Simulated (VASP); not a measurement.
# Ru (P6_3/mmc) in VASP: a series of runs, part 2 of 2

VASP 6.6.1. Earlier steps stand in the parts before.

**4. Single point, PBEsol**

Contents of INCAR:

```
SYSTEM = Ru
PREC = Accurate
ENCUT = 520
EDIFF = 1E-7
ISMEAR = 1
SIGMA = 0.02
LREAL = .False.
LASPH = .True.
NELM = 80
ALGO = Normal
ISIF = 2
LWAVE = .False.
LCHARG = .False.
GGA = PS
NBANDS = 21
```

Contents of KPOINTS:

```
regular mesh
0
Gamma
  10 10 6
  0 0 0
```

Contents of POSCAR:

```
Ru
1.0
    2.7058000000      0.0000000000      0.0000000000
   -1.3529000000      2.3432915376      0.0000000000
    0.0000000000      0.0000000000      4.2819000000
Ru
2
Direct
    0.3333330000      0.6666670000      0.2500000000
    0.6666670000      0.3333330000      0.7500000000
```

Potentials or basis: VASP PAW PBE potentials, release 64 (Ru_pv).

The run is started by

```
$ cat potpaw_PBE.64/Ru_pv/POTCAR > POTCAR
$ mpirun -np 1 vasp_std > vasp.out
```

OUTCAR:

```text
SYSTEM = Ru
   PREC = Accurate
   ENCUT = 520
   EDIFF = 1E-7
   ISMEAR = 1
   LREAL = .False.
   LASPH = .True.
   NELM = 80
   ISIF = 2
   GGA = PS

 ion  position               nearest neighbor table
   1  0.333  0.667  0.250-   2 2.65   2 2.65   2 2.65   2 2.65   2 2.65   2 2.65
   2  0.667  0.333  0.750-   1 2.65   1 2.65   1 2.65   1 2.65   1 2.65   1 2.65

  LATTYP: Found a hexagonal cell.
 ALAT       =     2.7058000000
 C/A-ratio  =     1.5824894671

  Lattice vectors:

 A1 = (   2.7058000000,   0.0000000000,   0.0000000000)
 A2 = (  -1.3529000000,   2.3432915376,   0.0000000000)
 A3 = (   0.0000000000,   0.0000000000,   4.2819000000)

Analysis of symmetry for initial positions (statically):
=====================================================================
 Subroutine PRICEL returns:
 Original cell was already a primitive cell.

 Routine SETGRP: Setting up the symmetry group for a
 hexagonal supercell.

 Subroutine GETGRP returns: Found 24 space group operations
 (whereof 12 operations were pure point group operations)
 out of a pool of 24 trial point group operations.

The static configuration has the point symmetry D_3d.
 The point group associated with its full space group is D_6h.

Analysis of symmetry for dynamics (positions and initial velocities):
=====================================================================
 Subroutine PRICEL returns:
 Original cell was already a primitive cell.

 Routine SETGRP: Setting up the symmetry group for a
 hexagonal supercell.

 Subroutine GETGRP returns: Found 24 space group operations
 (whereof 12 operations were pure point group operations)
 out of a pool of 24 trial point group operations.

The dynamic configuration has the point symmetry D_3d.
 The point group associated with its full space group is D_6h.

 Subroutine INISYM returns: Found 24 space group operations
 (whereof 12 operations are pure point group operations),
 and found     1 'primitive' translations

----------------------------------------------------------------------------------------

                                     Primitive cell

  volume of cell :      27.1493

  direct lattice vectors                    reciprocal lattice vectors
     2.705800000  0.000000000  0.000000000     0.369576465  0.213375072  0.000000000
    -1.352900000  2.343291538  0.000000000     0.000000000  0.426750144  0.000000000
     0.000000000  0.000000000  4.281900000     0.000000000  0.000000000  0.233541185

  length of vectors
     2.705800000  2.705800000  4.281900000     0.426750144  0.426750144  0.233541185

  position of ions in fractional coordinates (direct lattice)
     0.333333000  0.666667000  0.250000000
     0.666667000  0.333333000  0.750000000

  ion indices of the primitive-cell ions
   primitive index   ion index
                 1           1
                 2           2

----------------------------------------------------------------------------------------

 KPOINTS: regular mesh

Automatic generation of k-mesh.
 Grid dimensions read from file:
 generate k-points for:   10   10    6

 Generating k-lattice:

  Cartesian coordinates                     Fractional coordinates (reciprocal lattice)
     0.036957647  0.021337507  0.000000000     0.100000000  0.000000000  0.000000000
     0.000000000  0.042675014  0.000000000     0.000000000  0.100000000  0.000000000
     0.000000000  0.000000000  0.038923531     0.000000000  0.000000000  0.166666667

  Length of vectors
     0.042675014  0.042675014  0.038923531

  Shift w.r.t. Gamma in fractional coordinates (k-lattice)
     0.000000000  0.000000000  0.000000000

 Subroutine IBZKPT returns following result:
 ===========================================

 Found     56 irreducible k-points:

 Following reciprocal coordinates:
            Coordinates               Weight
  0.000000  0.000000  0.000000      1.000000
  0.100000  0.000000  0.000000      6.000000
  0.200000  0.000000  0.000000      6.000000
  0.300000  0.000000  0.000000      6.000000
  0.400000  0.000000  0.000000      6.000000
  0.500000  0.000000  0.000000      3.000000
[... 16 lines left out ...]
  0.300000  0.100000  0.166667     24.000000
  0.400000  0.100000  0.166667     24.000000
 [... further k-points ...]
   k-points           NKPTS =     56   k-points in BZ     NKDIM =     56   number of bands    NBANDS=     21
   number of dos      NEDOS =    301   number of ions     NIONS =      2
   total plane-waves  NPLWV =  12800
   dimension x,y,z NGX =    20 NGY =   20 NGZ =   32
   dimension x,y,z NGXF=    40 NGYF=   40 NGZF=   64
   ions per type =               2
   NGX,Y,Z   is equivalent  to a cutoff of  12.29, 12.29, 12.42 a.u.
   NGXF,Y,Z  is equivalent  to a cutoff of  24.58, 24.58, 24.85 a.u.
 SYSTEM =  Ru
   PREC   = accura    normal or accurate (medium, high low for compatibility)
   ISTART =      0    job   : 0-new  1-cont  2-samecut
   ICHARG =      2    charge: 1-file 2-atom 10-const
   ISPIN  =      1    spin polarized calculation?
   LNONCOLLINEAR =      F non collinear calculations
   LSORBIT =      F    spin-orbit coupling
   LASPH  =      T    aspherical Exc in radial PAW
   ENCUT  =  520.0 eV  38.22 Ry    6.18 a.u.   5.03  5.03  7.96*2*pi/ulx,y,z
   NELM   =     80;   NELMIN=  2; NELMDL= -5     # of ELM steps
   EDIFF  = 0.1E-06   stopping-criterion for ELM
   LREAL  =      F    real-space projection
   EDIFFG = 0.1E-05   stopping-criterion for IOM
   NSW    =      0    number of steps for IOM
   IBRION =     -1    ionic relax: 0-MD 1-quasi-New 2-CG
   NFREE  =      0    steps in history (QN), initial steepest desc. (CG)
   ISIF   =      2    stress and relaxation
   ISYM   =      2    0-nonsym 1-usesym 2-fastsym
   POTIM  = 0.5000    time-step for ionic-motion
   TEBEG  =    0.0;   TEEND  =   0.0 temperature during run
   PSTRESS=    0.0 pullay stress
   NELECT =      28.0000    total number of electrons
   NUPDOWN=      -1.0000    fix difference up-down
   EMIN   =  10.00;   EMAX   =-10.00  energy-range for DOS
   EFERMI =   0.00;   METHOD = LEGACY
   ISMEAR =     1;   SIGMA  =   0.02  broadening in eV -4-tet -1-fermi 0-gaus
   EFERMI_NEDOS =   21; number of points for ismear=-14 and -15
   IALGO  =     38    algorithm
   IMIX   =      4    mixing-type and parameters
     AMIX     =   0.40;   BMIX     =  1.00
     AMIX_MAG =   1.60;   BMIX_MAG =  1.00
  volume/ion in A,a.u.               =      13.57        91.61
  Fermi-wavevector in a.u.,A,eV,Ry     =   1.654022  3.125649 37.222674  2.735789
  Thomas-Fermi vector in A             =   2.742361
   LORBIT       =      0    0 simple, 1 ext, 2 COOP (PROOUT), +10 PAW based schemes
   GGA     = PS    functional components
   LHFCALC =     F    Hartree Fock is set to
   AEXX    =    0.0000 exact exchange contribution
   IVDW    =     0    specifies the selected vdW correction
   LEPSILON=     F    determine dielectric tensor
   LRPA    =     F    only Hartree local field effects (RPA)
 non-spin polarized calculation
 Methfessel and Paxton  Order N= 1 SIGMA  =   0.02
  energy-cutoff  :      520.00
  volume of cell :       27.15
 maximum number of plane-waves:       752
 NGX is ok and might be reduce to    20
   NGX =  9   NGY =  9   NGZ = 15

 number of electron      28.0000008 magnetization

 Free energy of the ion-electron system (eV)
  ---------------------------------------------------
  ext. energy  EPLUGINS =         0.00000000
  ---------------------------------------------------
  free energy    TOTEN  =       -20.30914234 eV

  energy without entropy =      -20.30878981  energy(sigma->0) =      -20.30902483

 E-fermi :  12.7411     XC(G=0): -14.2823

 val. band max:       12.7392124453   @ k =   0.3000   0.0000   0.1667
 cond. band min:      12.7415008585   @ k =   0.3000   0.1000   0.1667
 fundamental gap:      0.0022884131
 Fermi energy:        12.7410868491

 k-point     1 :       0.0000    0.0000    0.0000
  band No.  band energies     occupation
      1     -30.9044      2.00000
      2     -29.9639      2.00000
      3     -29.9639      2.00000
      4     -29.7929      2.00000
      5     -29.7929      2.00000
      6     -29.7541      2.00000
[... 13 lines left out ...]
     20      22.9765      0.00000
     21      23.0854      0.00000

 k-point     2 :       0.1000    0.0000    0.0000
  band No.  band energies     occupation
      1     -30.8704      2.00000
      2     -30.0358      2.00000
      3     -29.9881      2.00000
      4     -29.8677      2.00000
      5     -29.8029      2.00000
      6     -29.7700      2.00000
[... 520 lines left out ...]
 k-point    24 :       0.4000    0.1000    0.1667
  band No.  band energies     occupation
      1     -30.7320      2.00000
      2     -30.5584      2.00000
      3     -30.3387      2.00000
      4     -30.1971      2.00000
      5     -30.0322      2.00000
      6     -29.9594      2.00000
[... 13 lines left out ...]
     20      22.9734      0.00000
     21      23.3238      0.00000

 [... further k-points ...]
[... 5 lines left out ...]
  --------------------------------------------------------------------------------------
  -------------------------------------------------------------------------------------
  Total       -0.7679847     -0.7679847     -1.6703151     -0.0000000     -0.0000000     -0.0000000
  in kB      -45.3215354    -45.3215354    -98.5712926     -0.0000000     -0.0000000     -0.0000000
  external PRESSURE =     -63.0714545 kB  Pullay stress =       0.0000000 kB

 VOLUME and BASIS-vectors are now :
 -----------------------------------------------------------------------------
  energy-cutoff  :      520.00
  volume of cell :       27.15
      direct lattice vectors                 reciprocal lattice vectors
     2.705800000  0.000000000  0.000000000     0.369576465  0.213375072  0.000000000
    -1.352900000  2.343291538  0.000000000     0.000000000  0.426750144  0.000000000
     0.000000000  0.000000000  4.281900000     0.000000000  0.000000000  0.233541185

 POSITION                                       TOTAL-FORCE (eV/Angst)
 -----------------------------------------------------------------------------------
     -0.00000      1.56220      1.07048        -0.000000      0.000000      0.000000
      1.35290      0.78110      3.21143         0.000000      0.000000      0.000000
 -----------------------------------------------------------------------------------
    total drift:                               -0.000439      0.000253     -0.000045

  FREE ENERGIE OF THE ION-ELECTRON SYSTEM (eV)
  ---------------------------------------------------
  free  energy   TOTEN  =       -20.3091423390 eV

  energy  without entropy=      -20.3087898115  energy(sigma->0) =      -20.30902483
```

stdout:

```text
POSCAR found type information on POSCAR Ru
 POSCAR found :  1 types and       2 ions
 scaLAPACK will be used
 -----------------------------------------------------------------------------
|                                                                             |
|                                                                             |
|     You enforced a specific xc type in the INCAR file but a different       |
|     I HOPE YOU KNOW WHAT YOU ARE DOING!                                     |
|                                                                             |
 -----------------------------------------------------------------------------

 LDA part: xc-table for (Slater+PW92), standard interpolation
 POSCAR, INCAR and KPOINTS ok, starting setup
 FFT: planning ... GRIDC
 FFT: planning ... GRID_SOFT
 FFT: planning ... GRID
 WAVECAR not read
 entering main loop
```

Run time: 18 s. Hardware: 1 thread of Intel Xeon 6975P-C (Granite Rapids), shared host; peak memory 0.14 GiB.

Results:

```
Free energy            : -20.3091 eV
Pressure               : -6.3 GPa
Band gap on the k mesh : zero (band 14 reaches 14.32 eV, above the bottom of band 15 at 11.10 eV)
```

Stress tensor (GPa, compression positive):
```
-4.53  0.00  0.00
 0.00 -4.53  0.00
 0.00  0.00 -9.86
```

Caveat: the PAW data sets were made with another functional, which shifts forces and pressure a little.

**5. Summary**

| level | potentials or basis | gap on the mesh (eV) | pressure (GPa) |
| --- | --- | --- | --- |
| RPBE | VASP PAW PBE potentials, release 64 (Ru_pv) | none | 8.9 |
| LDA | VASP PAW LDA potentials, release 64 (Ru_pv) | none | -11.4 |
| PBEsol | VASP PAW PBE potentials, release 64 (Ru_pv) | none | -6.3 |

Alike in all rows: task single point; no spin polarisation; cell as given; k mesh 10 × 10 × 6; cutoff (eV) 520; smearing methfessel-paxton 0.02 eV.

Caveats: the PAW data sets were made with another functional, which shifts forces and pressure a little (some runs).

Total energies depend on the potentials used, so only differences within one code and one set of settings carry meaning.
